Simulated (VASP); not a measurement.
# Sb2Pt (Geversite) (Pa-3) in VASP: single point with PBE+D3(BJ)

Aim: the single point of Sb2Pt (Geversite) with PBE+D3(BJ).

All numbers are computed with VASP 6.6.1; they aren't measurements. Logs are shortened: lines on timing, memory, paths and dates and some standing lists are left out, and cuts for length are marked.

**1. The cell of the first run**

Symmetry: Pa-3, No. 205, cubic system. The conventional cell has a = 6.473 Å, b = 6.473 Å, c = 6.473 Å, α = 90.00°, β = 90.00°, γ = 90.00°. Within 3.5 Å of Sb (site symmetry 3) lie 3 Pt at 2.68 Å and 1 Sb at 2.81 Å. Pt (site symmetry -3) has 6 Sb at 2.68 Å within 3.5 Å.

**2. Single point, PBE+D3(BJ)**

Input file INCAR:

```
PREC = Accurate
ENCUT = 520
EDIFF = 1E-6
ISMEAR = 0
SIGMA = 0.1
LREAL = F
LASPH = T
NELM = 60
ALGO = Normal
ISIF = 2
LWAVE = F
LCHARG = F
GGA = PE
IVDW = 12
NBANDS = 52
```

Input file KPOINTS:

```
regular mesh
0
Gamma
  6 6 6
```

Input file POSCAR:

```
Sb2Pt
1.0
    6.4729819102      0.0000000000      0.0000000000
    0.0000000000      6.4729819102      0.0000000000
    0.0000000000      0.0000000000      6.4729819102
Sb Pt
8 4
Direct
    0.3746967541      0.3746967541      0.3746967541
    0.1253032459      0.6253032459      0.8746967541
    0.8746967541      0.1253032459      0.6253032459
    0.6253032459      0.8746967541      0.1253032459
    0.6253032459      0.6253032459      0.6253032459
    0.8746967541      0.3746967541      0.1253032459
    0.1253032459      0.8746967541      0.3746967541
    0.3746967541      0.1253032459      0.8746967541
    0.0000000000      0.0000000000      0.0000000000
    0.5000000000      0.0000000000      0.5000000000
    0.5000000000      0.5000000000      0.0000000000
    0.0000000000      0.5000000000      0.5000000000
```

Potentials or basis: VASP PAW PBE potentials, release 64 (Sb, Pt).

The run is started by

```bash
$ cat potpaw_PBE.64/Sb/POTCAR potpaw_PBE.64/Pt/POTCAR > POTCAR
$ mpirun -np 1 vasp_std > vasp.out
```

OUTCAR:

```text
PREC = Accurate
   ENCUT = 520
   EDIFF = 1E-6
   ISMEAR = 0
   LREAL = F
   LASPH = T
   NELM = 60
   ISIF = 2
   GGA = PE
   IVDW = 12
 IVDW          = 12

 ion  position               nearest neighbor table
   1  0.375  0.375  0.375-  10 2.68  11 2.68  12 2.68   5 2.81   6 3.62   7 3.62   8 3.62   8 3.62
                             7 3.62   6 3.62
   2  0.125  0.625  0.875-   9 2.68  11 2.68  12 2.68   6 2.81   5 3.62   7 3.62   8 3.62   7 3.62
                             8 3.62   5 3.62
   3  0.875  0.125  0.625-   9 2.68  10 2.68  12 2.68   7 2.81   6 3.62   5 3.62   8 3.62   6 3.62
                             5 3.62   8 3.62
   4  0.625  0.875  0.125-   9 2.68  10 2.68  11 2.68   8 2.81   6 3.62   7 3.62   5 3.62   5 3.62
                             6 3.62   7 3.62
   5  0.625  0.625  0.625-  10 2.68  11 2.68  12 2.68   1 2.81   2 3.62   3 3.62   4 3.62   4 3.62
                             3 3.62   2 3.62
   6  0.875  0.375  0.125-   9 2.68  11 2.68  12 2.68   2 2.81   1 3.62   3 3.62   4 3.62   3 3.62
                             4 3.62   1 3.62
   7  0.125  0.875  0.375-   9 2.68  10 2.68  12 2.68   3 2.81   2 3.62   1 3.62   4 3.62   2 3.62
                             1 3.62   4 3.62
   8  0.375  0.125  0.875-   9 2.68  10 2.68  11 2.68   4 2.81   2 3.62   3 3.62   1 3.62   1 3.62
                             2 3.62   3 3.62
   9  0.000  0.000  0.000-   2 2.68   3 2.68   4 2.68   6 2.68   7 2.68   8 2.68
  10  0.500  0.000  0.500-   1 2.68   3 2.68   4 2.68   5 2.68   7 2.68   8 2.68
  11  0.500  0.500  0.000-   1 2.68   2 2.68   4 2.68   5 2.68   6 2.68   8 2.68
  12  0.000  0.500  0.500-   1 2.68   2 2.68   3 2.68   5 2.68   6 2.68   7 2.68

  LATTYP: Found a simple cubic cell.
 ALAT       =     6.4729819102

  Lattice vectors:

 A1 = (   6.4729819102,   0.0000000000,   0.0000000000)
 A2 = (   0.0000000000,   6.4729819102,   0.0000000000)
 A3 = (   0.0000000000,   0.0000000000,   6.4729819102)

Analysis of symmetry for initial positions (statically):
=====================================================================
 Subroutine PRICEL returns:
 Original cell was already a primitive cell.

 Routine SETGRP: Setting up the symmetry group for a
 simple cubic supercell.

 Subroutine GETGRP returns: Found 24 space group operations
 (whereof  6 operations were pure point group operations)
 out of a pool of 48 trial point group operations.

The static configuration has the point symmetry S_6 .
 The point group associated with its full space group is T_h .

Analysis of symmetry for dynamics (positions and initial velocities):
=====================================================================
 Subroutine PRICEL returns:
[... 145 lines left out ...]
   EFERMI_NEDOS =   21; number of points for ismear=-14 and -15
   IALGO  =     38    algorithm
   IMIX   =      4    mixing-type and parameters
     AMIX     =   0.40;   BMIX     =  1.00
     AMIX_MAG =   1.60;   BMIX_MAG =  1.00
  volume/ion in A,a.u.               =      22.60       152.52
  Fermi-wavevector in a.u.,A,eV,Ry     =   1.089767  2.059362 16.158180  1.187593
  Thomas-Fermi vector in A             =   2.225978
   LORBIT       =      0    0 simple, 1 ext, 2 COOP (PROOUT), +10 PAW based schemes
   GGA     = PE    functional components
   LHFCALC =     F    Hartree Fock is set to
   AEXX    =    0.0000 exact exchange contribution
   IVDW    =    12    specifies the selected vdW correction
   LEPSILON=     F    determine dielectric tensor
   LRPA    =     F    only Hartree local field effects (RPA)
 non-spin polarized calculation
 Gauss-broadening in eV      SIGMA  =   0.10
  energy-cutoff  :      520.00
  volume of cell :      271.21
 maximum number of plane-waves:      7400
   NGX = 25   NGY = 25   NGZ = 25

 number of electron      79.9999989 magnetization

 Free energy of the ion-electron system (eV)
  ---------------------------------------------------
  ext. energy  EPLUGINS =         0.00000000
  ---------------------------------------------------
  free energy    TOTEN  =       -63.11511959 eV

  energy without entropy =      -63.10712651  energy(sigma->0) =      -63.11112305

 E-fermi :   9.1686     XC(G=0): -10.9039

 val. band max:        9.1646682393   @ k =   0.3333   0.3333   0.0000
 cond. band min:       9.2225361729   @ k =   0.1667   0.0000   0.0000
 fundamental gap:      0.0578679335
 Fermi energy:         9.1685815877

 k-point     1 :       0.0000    0.0000    0.0000
  band No.  band energies     occupation
      1      -3.5299      2.00000
      2      -1.2793      2.00000
      3      -1.2793      2.00000
      4      -1.2793      2.00000
      5       0.1871      2.00000
      6       0.1871      2.00000
[... 1309 lines left out ...]
     51      11.8485      0.00000
     52      11.8485      0.00000

------------------------ aborting loop because EDIFF is reached ----------------------------------------

 Edisp (eV)   -7.12455

 E8    (eV) :    -3.3039

  FORCE on cell =-STRESS in cart. coord.  units (eV):
  Direction    XX          YY          ZZ          XY          YZ          ZX
  --------------------------------------------------------------------------------------
  -------------------------------------------------------------------------------------
  Total      -0.53313    -0.53313    -0.53313    -0.00000     0.00000    -0.00000
  in kB      -3.14939    -3.14939    -3.14939    -0.00000     0.00000    -0.00000
  external pressure =       -3.15 kB  Pullay stress =        0.00 kB

 VOLUME and BASIS-vectors are now :
 -----------------------------------------------------------------------------
  energy-cutoff  :      520.00
  volume of cell :      271.21
      direct lattice vectors                 reciprocal lattice vectors
     6.472981910  0.000000000  0.000000000     0.154488304  0.000000000  0.000000000
     0.000000000  6.472981910  0.000000000     0.000000000  0.154488304  0.000000000
     0.000000000  0.000000000  6.472981910     0.000000000  0.000000000  0.154488304

 POSITION                                       TOTAL-FORCE (eV/Angst)
 -----------------------------------------------------------------------------------
      2.42541      2.42541      2.42541        -0.014053     -0.014053     -0.014053
      0.81109      4.04758      5.66190         0.014053      0.014053     -0.014053
      5.66190      0.81109      4.04758        -0.014053      0.014053      0.014053
      4.04758      5.66190      0.81109         0.014053     -0.014053      0.014053
      4.04758      4.04758      4.04758         0.014053      0.014053      0.014053
      5.66190      2.42541      0.81109        -0.014053     -0.014053      0.014053
      0.81109      5.66190      2.42541         0.014053     -0.014053     -0.014053
      2.42541      0.81109      5.66190        -0.014053      0.014053     -0.014053
      0.00000      0.00000      0.00000         0.000000      0.000000     -0.000000
      3.23649      0.00000      3.23649         0.000000      0.000000     -0.000000
      3.23649      3.23649      0.00000         0.000000      0.000000     -0.000000
      0.00000      3.23649      3.23649         0.000000      0.000000     -0.000000
 -----------------------------------------------------------------------------------
    total drift:                                0.000000      0.000000     -0.000000

  FREE ENERGIE OF THE ION-ELECTRON SYSTEM (eV)
  ---------------------------------------------------
  free  energy   TOTEN  =       -70.2396695937 eV

  energy  without entropy=      -70.2316765100  energy(sigma->0) =      -70.23567305
```

OSZICAR:

```text
N       E                     dE             d eps       ncg     rms          rms(c)
DAV:   1     0.500952550730E+03    0.50095E+03   -0.30990E+04  2496   0.132E+03
DAV:   2    -0.287909397340E+02   -0.52974E+03   -0.49775E+03  2848   0.243E+02
DAV:   3    -0.643212705272E+02   -0.35530E+02   -0.34393E+02  3012   0.659E+01
DAV:   4    -0.650740879146E+02   -0.75282E+00   -0.74661E+00  2944   0.995E+00
DAV:   5    -0.650886332520E+02   -0.14545E-01   -0.14525E-01  2868   0.151E+00    0.171E+01
DAV:   6    -0.636490106596E+02    0.14396E+01   -0.89539E+00  2676   0.165E+01    0.697E+00
DAV:   7    -0.632258224805E+02    0.42319E+00   -0.16870E+00  2676   0.753E+00    0.541E+00
DAV:   8    -0.631245244392E+02    0.10130E+00   -0.27973E-01  2780   0.216E+00    0.774E-01
DAV:   9    -0.631145262629E+02    0.99982E-02   -0.40349E-02  2680   0.109E+00    0.318E-01
DAV:  10    -0.631151622200E+02   -0.63596E-03   -0.38205E-03  2772   0.254E-01    0.810E-02
DAV:  11    -0.631151401961E+02    0.22024E-04   -0.33309E-04  2796   0.884E-02    0.518E-02
DAV:  12    -0.631151193995E+02    0.20797E-04   -0.60642E-05  2796   0.448E-02    0.199E-02
DAV:  13    -0.631151195939E+02   -0.19443E-06   -0.74939E-06  2712   0.906E-03
   1 F= -.70239670E+02 E0= -.70235673E+02  d E =-.799308E-02
```

stdout:

```text
POSCAR found type information on POSCAR SbPt
 POSCAR found :  2 types and      12 ions
 scaLAPACK will be used
 LDA part: xc-table for (Slater+PW92), standard interpolation
 POSCAR, INCAR and KPOINTS ok, starting setup
 FFT: planning ... GRIDC
 FFT: planning ... GRID_SOFT
 FFT: planning ... GRID
 WAVECAR not read
 entering main loop
```

Wall time 4.7 min (1 thread of Intel Xeon Platinum 8488C (Sapphire Rapids), shared host); peak memory 0.5 GiB.

What came out:

```yaml
Free_energy: -70.2397 eV
Pressure: -0.3 GPa
Largest_force: 0.024 eV/Å
Band_gap_on_the_k_mesh: zero (band 40 reaches 9.16 eV, above the bottom of band 41 at 9.08 eV)
Dispersion_energy_per_atom: -0.594 eV
```

Forces in eV/Å, atoms in the order of the input:
```
Sb  -0.014 -0.014 -0.014
Sb   0.014  0.014 -0.014
Sb  -0.014  0.014  0.014
Sb   0.014 -0.014  0.014
Sb   0.014  0.014  0.014
Sb  -0.014 -0.014  0.014
Sb   0.014 -0.014 -0.014
Sb  -0.014  0.014 -0.014
Pt   0.000  0.000  0.000
Pt   0.000  0.000  0.000
Pt   0.000  0.000  0.000
Pt   0.000  0.000  0.000
```

Levels at points of the mesh, in eV from the Fermi level:
```
           k point  band 38  band 39  band 40  band 41  band 42  band 43
(0.00, 0.00, 0.00)    -0.54    -0.54    -0.54    -0.04    -0.04    -0.04
(0.50, 0.00, 0.00)    -1.46    -0.67    -0.67     0.75     0.75     1.49
(0.50, 0.50, 0.00)    -0.76    -0.76    -0.76     1.70     1.70     1.70
(0.50, 0.50, 0.50)    -0.68    -0.68    -0.68    -0.09    -0.09    -0.09
```

Caveat: spin-orbit coupling is left out, which moves the levels of the heavy elements; pairwise dispersion overbinds metals, which lowers pressure and volume.
